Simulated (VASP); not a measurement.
# AlO2 (Pn-3m) in VASP: further runs

Runs on AlO2. Level: PBE. Tasks: single point, relaxation of cell and atoms.

All numbers are computed with VASP 6.6.1; they aren't measurements. Logs are shortened: lines on timing, memory, paths and dates and some standing lists are left out, and cuts for length are marked.

### 1 The cell of the first run

The structure is cubic, space group Pn-3m (No. 224). Conventional cell: a = 4.080 Å, b = 4.080 Å, c = 4.080 Å, α = 90.00°, β = 90.00°, γ = 90.00°. Al (site symmetry -43m) has 4 O at 1.77 Å within 2.3 Å. O (site symmetry -3m) has 2 Al at 1.77 Å within 2.3 Å.

### 2 Single point, PBE, collinear spin, ferromagnetic start

File INCAR:

```
SYSTEM = AlO2
PREC = Accurate ; ENCUT = 520
EDIFF = 1E-6 ; ISMEAR = 0
SIGMA = 0.1 ; LREAL = .False.
LASPH = .True. ; NELM = 150
ALGO = Normal ; ISIF = 2
LWAVE = .False. ; LCHARG = .False.
ISPIN = 2 ; MAGMOM = 0 0 0.44 0.44 0.44 0.44
LORBIT = 11 ; GGA = PE
NBANDS = 28
```

File KPOINTS:

```
Automatic mesh
0
Gamma
  4 4 4
  0 0 0
```

File POSCAR:

```
AlO2
1.0
    4.0795943433      0.0000000000      0.0000000000
    0.0000000000      4.0795943433      0.0000000000
    0.0000000000      0.0000000000      4.0795943433
Al O
2 4
Direct
    0.0000000000      0.0000000000      0.0000000000
    0.5000000000      0.5000000000      0.5000000000
    0.2500000000      0.2500000000      0.2500000000
    0.2500000000      0.7500000000      0.7500000000
    0.7500000000      0.7500000000      0.2500000000
    0.7500000000      0.2500000000      0.7500000000
```

Potentials or basis: VASP PAW PBE potentials, release 64 (Al, O).

Run with:

```sh
cat potpaw_PBE.64/Al/POTCAR potpaw_PBE.64/O/POTCAR > POTCAR
mpirun -np 1 vasp_std > vasp.out
```

OUTCAR:

```text
SYSTEM = AlO2
   PREC = Accurate
   ENCUT = 520
   EDIFF = 1E-6
   ISMEAR = 0
   LREAL = .False.
   LASPH = .True.
   NELM = 150
   ISIF = 2
   ISPIN = 2
   LORBIT = 11
   GGA = PE

 ion  position               nearest neighbor table
   1  0.000  0.000  0.000-   3 1.77   4 1.77   5 1.77   6 1.77
   2  0.500  0.500  0.500-   3 1.77   4 1.77   5 1.77   6 1.77
   3  0.250  0.250  0.250-   1 1.77   2 1.77
   4  0.250  0.750  0.750-   1 1.77   2 1.77
   5  0.750  0.750  0.250-   1 1.77   2 1.77
   6  0.750  0.250  0.750-   1 1.77   2 1.77

  LATTYP: Found a simple cubic cell.
 ALAT       =     4.0795943433

  Lattice vectors:

 A1 = (   4.0795943433,   0.0000000000,   0.0000000000)
 A2 = (   0.0000000000,   4.0795943433,   0.0000000000)
 A3 = (   0.0000000000,   0.0000000000,   4.0795943433)

Analysis of symmetry for initial positions (statically):
=====================================================================
 Subroutine PRICEL returns:
 Original cell was already a primitive cell.

 Routine SETGRP: Setting up the symmetry group for a
 simple cubic supercell.

 Subroutine GETGRP returns: Found 48 space group operations
 (whereof 24 operations were pure point group operations)
 out of a pool of 48 trial point group operations.

The static configuration has the point symmetry T_d .
 The point group associated with its full space group is O_h .

Analysis of symmetry for dynamics (positions and initial velocities):
=====================================================================
 Subroutine PRICEL returns:
 Original cell was already a primitive cell.

 Routine SETGRP: Setting up the symmetry group for a
 simple cubic supercell.

 Subroutine GETGRP returns: Found 48 space group operations
 (whereof 24 operations were pure point group operations)
 out of a pool of 48 trial point group operations.

The dynamic configuration has the point symmetry T_d .
 The point group associated with its full space group is O_h .

Analysis of structural, dynamic, and magnetic symmetry:
=====================================================================
 Subroutine PRICEL returns:
 Original cell was already a primitive cell.

 Routine SETGRP: Setting up the symmetry group for a
 simple cubic supercell.

 Subroutine GETGRP returns: Found 48 space group operations
 (whereof 24 operations were pure point group operations)
 out of a pool of 48 trial point group operations.

The overall configuration has the point symmetry T_d .
 The point group associated with its full space group is O_h .

 Subroutine INISYM returns: Found 48 space group operations
 (whereof 24 operations are pure point group operations),
 and found     1 'primitive' translations

----------------------------------------------------------------------------------------

                                     Primitive cell

  volume of cell :      67.8971

  direct lattice vectors                    reciprocal lattice vectors
     4.079594343  0.000000000  0.000000000     0.245122411  0.000000000  0.000000000
     0.000000000  4.079594343  0.000000000     0.000000000  0.245122411  0.000000000
     0.000000000  0.000000000  4.079594343     0.000000000  0.000000000  0.245122411

  length of vectors
     4.079594343  4.079594343  4.079594343     0.245122411  0.245122411  0.245122411

  position of ions in fractional coordinates (direct lattice)
     0.000000000  0.000000000  0.000000000
     0.500000000  0.500000000  0.500000000
     0.250000000  0.250000000  0.250000000
     0.250000000  0.750000000  0.750000000
     0.750000000  0.750000000  0.250000000
     0.750000000  0.250000000  0.750000000

  ion indices of the primitive-cell ions
   primitive index   ion index
                 1           1
                 2           2
                 3           3
                 4           4
                 5           5
                 6           6

----------------------------------------------------------------------------------------

 KPOINTS: Automatic mesh

Automatic generation of k-mesh.
 Grid dimensions read from file:
 generate k-points for:    4    4    4

 Generating k-lattice:

  Cartesian coordinates                     Fractional coordinates (reciprocal lattice)
     0.061280603  0.000000000  0.000000000     0.250000000  0.000000000  0.000000000
     0.000000000  0.061280603  0.000000000     0.000000000  0.250000000  0.000000000
     0.000000000  0.000000000  0.061280603     0.000000000  0.000000000  0.250000000

  Length of vectors
     0.061280603  0.061280603  0.061280603

  Shift w.r.t. Gamma in fractional coordinates (k-lattice)
     0.000000000  0.000000000  0.000000000

 Subroutine IBZKPT returns following result:
 ===========================================

 Found     10 irreducible k-points:

 Following reciprocal coordinates:
            Coordinates               Weight
  0.000000  0.000000  0.000000      1.000000
  0.250000  0.000000  0.000000      6.000000
  0.500000  0.000000  0.000000      3.000000
  0.250000  0.250000  0.000000     12.000000
  0.500000  0.250000  0.000000     12.000000
  0.500000  0.500000  0.000000      3.000000
  0.250000  0.250000  0.250000      8.000000
  0.500000  0.250000  0.250000     12.000000
  0.500000  0.500000  0.250000      6.000000
  0.500000  0.500000  0.500000      1.000000
   k-points           NKPTS =     10   k-points in BZ     NKDIM =     10   number of bands    NBANDS=     28
   number of dos      NEDOS =    301   number of ions     NIONS =      6
   total plane-waves  NPLWV =  27000
   dimension x,y,z NGX =    30 NGY =   30 NGZ =   30
   dimension x,y,z NGXF=    60 NGYF=   60 NGZF=   60
   ions per type =               2   4
   NGX,Y,Z   is equivalent  to a cutoff of  12.23, 12.23, 12.23 a.u.
   NGXF,Y,Z  is equivalent  to a cutoff of  24.45, 24.45, 24.45 a.u.
 SYSTEM =  AlO2
   PREC   = accura    normal or accurate (medium, high low for compatibility)
   ISTART =      0    job   : 0-new  1-cont  2-samecut
   ICHARG =      2    charge: 1-file 2-atom 10-const
   ISPIN  =      2    spin polarized calculation?
   LNONCOLLINEAR =      F non collinear calculations
   LSORBIT =      F    spin-orbit coupling
   LASPH  =      T    aspherical Exc in radial PAW
   ENCUT  =  520.0 eV  38.22 Ry    6.18 a.u.   7.59  7.59  7.59*2*pi/ulx,y,z
   NELM   =    150;   NELMIN=  2; NELMDL= -5     # of ELM steps
   EDIFF  = 0.1E-05   stopping-criterion for ELM
   LREAL  =      F    real-space projection
   EDIFFG = 0.1E-04   stopping-criterion for IOM
   NSW    =      0    number of steps for IOM
   IBRION =     -1    ionic relax: 0-MD 1-quasi-New 2-CG
   NFREE  =      0    steps in history (QN), initial steepest desc. (CG)
   ISIF   =      2    stress and relaxation
   ISYM   =      2    0-nonsym 1-usesym 2-fastsym
   POTIM  = 0.5000    time-step for ionic-motion
   TEBEG  =    0.0;   TEEND  =   0.0 temperature during run
   PSTRESS=    0.0 pullay stress
   NELECT =      30.0000    total number of electrons
   NUPDOWN=      -1.0000    fix difference up-down
   EMIN   =  10.00;   EMAX   =-10.00  energy-range for DOS
   EFERMI =   0.00;   METHOD = LEGACY
   ISMEAR =     0;   SIGMA  =   0.10  broadening in eV -4-tet -1-fermi 0-gaus
   EFERMI_NEDOS =   21; number of points for ismear=-14 and -15
   IALGO  =     38    algorithm
   IMIX   =      4    mixing-type and parameters
     AMIX     =   0.40;   BMIX     =  1.00
     AMIX_MAG =   1.60;   BMIX_MAG =  1.00
  volume/ion in A,a.u.               =      11.32        76.37
  Fermi-wavevector in a.u.,A,eV,Ry     =   1.246900  2.356299 21.153786  1.554759
  Thomas-Fermi vector in A             =   2.381056
   LORBIT       =     11    0 simple, 1 ext, 2 COOP (PROOUT), +10 PAW based schemes
   GGA     = PE    functional components
   LHFCALC =     F    Hartree Fock is set to
   AEXX    =    0.0000 exact exchange contribution
   IVDW    =     0    specifies the selected vdW correction
   LEPSILON=     F    determine dielectric tensor
   LRPA    =     F    only Hartree local field effects (RPA)
 spin polarized calculation
 Gauss-broadening in eV      SIGMA  =   0.10
  energy-cutoff  :      520.00
  volume of cell :       67.90
 maximum number of plane-waves:      1856
   NGX = 15   NGY = 15   NGZ = 15

 number of electron      29.9999971 magnetization       1.9999578

 Free energy of the ion-electron system (eV)
  ---------------------------------------------------
  ext. energy  EPLUGINS =         0.00000000
  ---------------------------------------------------
  free energy    TOTEN  =       -38.97527638 eV

  energy without entropy =      -38.94290240  energy(sigma->0) =      -38.95908939

 E-fermi :   2.3931     XC(G=0): -10.0721

 val. band max:        2.3060334293   @ k =   0.2500   0.2500   0.0000
 cond. band min:       2.3957431136   @ k =   0.5000   0.2500   0.2500
 fundamental gap:      0.0897096843
 Fermi energy:         2.3930885353

 spin component 1

 k-point     1 :       0.0000    0.0000    0.0000
  band No.  band energies     occupation
      1     -16.0439      1.00000
      2     -14.4412      1.00000
      3     -14.4412      1.00000
      4     -14.4412      1.00000
      5      -3.9706      1.00000
      6      -1.2696      1.00000
[... 19 lines left out ...]
     26      18.2337      0.00000
     27      19.9402      0.00000

 k-point     2 :       0.2500    0.0000    0.0000
  band No.  band energies     occupation
      1     -15.8343      1.00000
      2     -14.7052      1.00000
      3     -14.4318      1.00000
      4     -14.4318      1.00000
      5      -3.6228      1.00000
      6      -1.6959      1.00000
[... 229 lines left out ...]
     26      18.2060      0.00000
     27      18.4916      0.00000

 k-point    10 :       0.5000    0.5000    0.5000
  band No.  band energies     occupation
      1     -15.0014      1.00000
      2     -14.7487      1.00000
      3     -14.7487      1.00000
      4     -14.7487      1.00000
      5      -4.5223      1.00000
      6      -2.5164      1.00000
[... 19 lines left out ...]
     26      18.3646      0.00000
     27      18.4700      0.00000
 Fermi energy:         2.3930885353

 spin component 2

 k-point     1 :       0.0000    0.0000    0.0000
  band No.  band energies     occupation
      1     -15.3740      1.00000
      2     -13.6634      1.00000
      3     -13.6634      1.00000
      4     -13.6634      1.00000
      5      -3.7503      1.00000
      6      -0.8940      1.00000
[... 19 lines left out ...]
     26      18.7409      0.00000
     27      20.1206      0.00000

 k-point     2 :       0.2500    0.0000    0.0000
  band No.  band energies     occupation
      1     -15.1526      1.00000
      2     -13.9485      1.00000
      3     -13.6528      1.00000
      4     -13.6528      1.00000
      5      -3.3887      1.00000
      6      -1.3924      1.00000
[... 229 lines left out ...]
     26      18.3657      0.00000
     27      18.5587      0.00000

 k-point    10 :       0.5000    0.5000    0.5000
  band No.  band energies     occupation
      1     -14.2738      1.00000
      2     -13.9863      1.00000
      3     -13.9863      1.00000
      4     -13.9863      1.00000
      5      -4.3250      1.00000
      6      -2.0666      1.00000
[... 19 lines left out ...]
     26      18.4086      0.00000
     27      18.5263      0.00000
 [bands above 27 left out]

------------------------ aborting loop because EDIFF is reached ----------------------------------------

  FORCE on cell =-STRESS in cart. coord.  units (eV):
  Direction    XX          YY          ZZ          XY          YZ          ZX
  --------------------------------------------------------------------------------------
  -------------------------------------------------------------------------------------
  Total        0.0770490      0.0770490      0.0770490     -0.0000000     -0.0000000      0.0000000
  in kB        1.8181366      1.8181366      1.8181366     -0.0000000     -0.0000000      0.0000000
  external PRESSURE =       1.8181366 kB  Pullay stress =       0.0000000 kB

 VOLUME and BASIS-vectors are now :
 -----------------------------------------------------------------------------
  energy-cutoff  :      520.00
  volume of cell :       67.90
      direct lattice vectors                 reciprocal lattice vectors
     4.079594343  0.000000000  0.000000000     0.245122411  0.000000000  0.000000000
     0.000000000  4.079594343  0.000000000     0.000000000  0.245122411  0.000000000
     0.000000000  0.000000000  4.079594343     0.000000000  0.000000000  0.245122411

 POSITION                                       TOTAL-FORCE (eV/Angst)
 -----------------------------------------------------------------------------------
      0.00000      0.00000      0.00000         0.000000     -0.000000      0.000000
      2.03980      2.03980      2.03980         0.000000     -0.000000      0.000000
      1.01990      1.01990      1.01990        -0.000000      0.000000     -0.000000
      1.01990      3.05970      3.05970         0.000000      0.000000      0.000000
      3.05970      3.05970      1.01990         0.000000     -0.000000     -0.000000
      3.05970      1.01990      3.05970        -0.000000     -0.000000      0.000000
 -----------------------------------------------------------------------------------
    total drift:                                0.000000      0.000000      0.000000

  FREE ENERGIE OF THE ION-ELECTRON SYSTEM (eV)
  ---------------------------------------------------
  free  energy   TOTEN  =       -38.9752763834 eV

  energy  without entropy=      -38.9429023982  energy(sigma->0) =      -38.95908939

 total charge

# of ion       s       p       d       tot
------------------------------------------
    1        0.333   0.433   0.000   0.766
    2        0.333   0.433   0.000   0.766
    3        1.566   3.465   0.000   5.032
    4        1.566   3.465   0.000   5.032
    5        1.566   3.465   0.000   5.032
    6        1.566   3.465   0.000   5.032
--------------------------------------------------
tot          6.931  14.727   0.000  21.658

 magnetization (x)

# of ion       s       p       d       tot
------------------------------------------
    1       -0.006  -0.008   0.000  -0.014
    2       -0.006  -0.008   0.000  -0.014
    3        0.006   0.420   0.000   0.425
    4        0.006   0.420   0.000   0.425
    5        0.006   0.420   0.000   0.425
    6        0.006   0.420   0.000   0.425
--------------------------------------------------
tot          0.011   1.662   0.000   1.673
```

It took 56 s on 1 thread of Intel Xeon 8259CL, shared host; peak memory 0.19 GiB.

What came out:

```
Free energy                                           : -38.9753 eV
Pressure                                              : 0.2 GPa
Band gap on the k mesh                                : zero (filled and empty bands overlap)
Net moment                                            : 2.00 μB per cell
Site moments                                          : Al -0.01; O +0.42 μB
Valence electrons inside the program's atomic spheres : Al 0.77; O 5.03
```

Levels at points of the mesh, in eV from the Fermi level:
Spin up:
| k point | band 12 | band 13 | band 14 | band 15 | band 16 | band 17 | band 18 | band 19 | band 20 | band 21 |
| --- | --- | --- | --- | --- | --- | --- | --- | --- | --- | --- |
| (0.00, 0.00, 0.00) | -1.27 | -1.27 | -0.77 | -0.77 | -0.77 | 5.11 | 7.38 | 7.38 | 7.38 | 13.17 |
| (0.50, 0.00, 0.00) | -2.58 | -1.36 | -1.36 | -1.05 | -1.05 | 7.80 | 7.80 | 9.24 | 9.24 | 13.47 |
| (0.50, 0.50, 0.00) | -2.27 | -1.21 | -1.21 | -0.75 | -0.75 | 9.70 | 9.70 | 9.98 | 9.98 | 11.70 |
| (0.50, 0.50, 0.50) | -0.89 | -0.89 | -0.55 | -0.55 | -0.55 | 8.75 | 10.64 | 10.64 | 10.64 | 11.58 |
Spin down:
```
           k point  band 11  band 12  band 13  band 14  band 15  band 16
(0.00, 0.00, 0.00)    -0.31    -0.31    -0.31     0.18     0.18     0.18
(0.50, 0.00, 0.00)    -1.78    -1.78    -0.47    -0.47    -0.10    -0.10
(0.50, 0.50, 0.00)    -1.47    -1.47    -0.29    -0.29     0.25     0.25
(0.50, 0.50, 0.50)    -1.88     0.09     0.09     0.47     0.47     0.47
```

Caveat: the k points lie up to 0.39 Å⁻¹ apart, too coarse for converged energies and pressures of a metal.

### 3 Relaxation of cell and atoms, PBE, collinear spin, ferromagnetic start

This run uses another cell than the first one, of 9.58 Å³/atom.

File INCAR:

```
SYSTEM = AlO2
  PREC = Accurate
  ENCUT = 600
  EDIFF = 1E-6
  ISMEAR = 0
  SIGMA = 0.1
  LREAL = .False.
  LASPH = .True.
  NELM = 150
  ALGO = Normal
  ISIF = 3
  LWAVE = .False.
  LCHARG = .False.
  ISPIN = 2
  MAGMOM = 0 0 0.44 0.44 0.44 0.44
  LORBIT = 11
  GGA = PE
  IBRION = 2
  NSW = 90
  EDIFFG = -0.04
```

KPOINTS is that of step 2.

POSCAR, as its differences from that of step 2:

```diff
@@ -2,5 +2,5 @@
 1.0
-    4.0795943433      0.0000000000      0.0000000000
-    0.0000000000      4.0795943433      0.0000000000
-    0.0000000000      0.0000000000      4.0795943433
+    3.8598590059      0.0000000000      0.0000000000
+    0.0000000000      3.8598590059      0.0000000000
+    0.0000000000      0.0000000000      3.8598590059
 Al O
```

Potentials or basis: VASP PAW PBE potentials, release 64 (Al, O).

Run with:

```sh
cat potpaw_PBE.64/Al/POTCAR potpaw_PBE.64/O/POTCAR > POTCAR
mpirun -np 1 vasp_std > vasp.out
```

Wall time 94 s (1 thread of Intel Xeon 8259CL, shared host); peak memory 0.2 GiB.

The run converged. Its results:

| Property | Result |
| --- | --- |
| Free energy | -38.9635 eV |
| Relaxed volume | 11.35 Å³/atom |
| Relaxed cell | a = 4.084 Å, b = 4.084 Å, c = 4.084 Å, α = 90.00°, β = 90.00°, γ = 90.00° |
| Space group after relaxing (to 0.1 Å) | Pn-3m (No. 224) |
| Energy gained by relaxing | 175.1 meV/atom |
| Ionic steps | 3 |
| Pressure after relaxing | -0.3 GPa |
| Band gap on the k mesh | zero (filled and empty bands overlap) |
| Net moment | 2.00 μB per cell |
| Site moments | Al -0.01; O +0.42 μB |
| Valence electrons inside the program's atomic spheres | Al 0.76; O 5.03 |

Step by step:
```tsv
step	energy change (eV)	largest force (eV/Å)	pressure (GPa)	volume (Å³)
1	0.0000	0.0000	37.09	57.51
2	-0.4673	0.0000	-16.63	78.02
3	-1.0506	0.0000	-0.29	68.10
```

Final structure:
```xyz
6
Lattice="4.0836 0.0000 0.0000 0.0000 4.0836 0.0000 0.0000 0.0000 4.0836" Properties=species:S:1:pos:R:3 pbc="T T T"
Al    0.0000    0.0000    0.0000
Al    2.0418    2.0418    2.0418
O     1.0209    1.0209    1.0209
O     1.0209    3.0627    3.0627
O     3.0627    3.0627    1.0209
O     3.0627    1.0209    3.0627
```

Levels at points of the mesh, in eV from the Fermi level:
Spin up:
| k point | band 14 | band 15 | band 16 | band 17 | band 18 | band 19 |
| --- | --- | --- | --- | --- | --- | --- |
| (0.00, 0.00, 0.00) | -0.77 | -0.77 | -0.77 | 5.08 | 7.37 | 7.37 |
| (0.50, 0.00, 0.00) | -1.35 | -1.05 | -1.05 | 7.77 | 7.77 | 9.23 |
| (0.50, 0.50, 0.00) | -1.20 | -0.75 | -0.75 | 9.66 | 9.66 | 9.95 |
| (0.50, 0.50, 0.50) | -0.55 | -0.55 | -0.55 | 8.70 | 10.62 | 10.62 |
Spin down:
```tsv
k point	band 11	band 12	band 13	band 14	band 15	band 16
(0.00, 0.00, 0.00)	-0.31	-0.31	-0.31	0.18	0.18	0.18
(0.50, 0.00, 0.00)	-1.77	-1.77	-0.47	-0.47	-0.10	-0.10
(0.50, 0.50, 0.00)	-1.46	-1.46	-0.29	-0.29	0.25	0.25
(0.50, 0.50, 0.50)	-1.87	0.09	0.09	0.47	0.47	0.47
```

Caveat: the k points lie up to 0.38 Å⁻¹ apart in the final cell, too coarse for converged energies and pressures of a metal; the volume moved by over 15 % at a fixed basis, so the end points are rough.

[end of part 1 of 2]
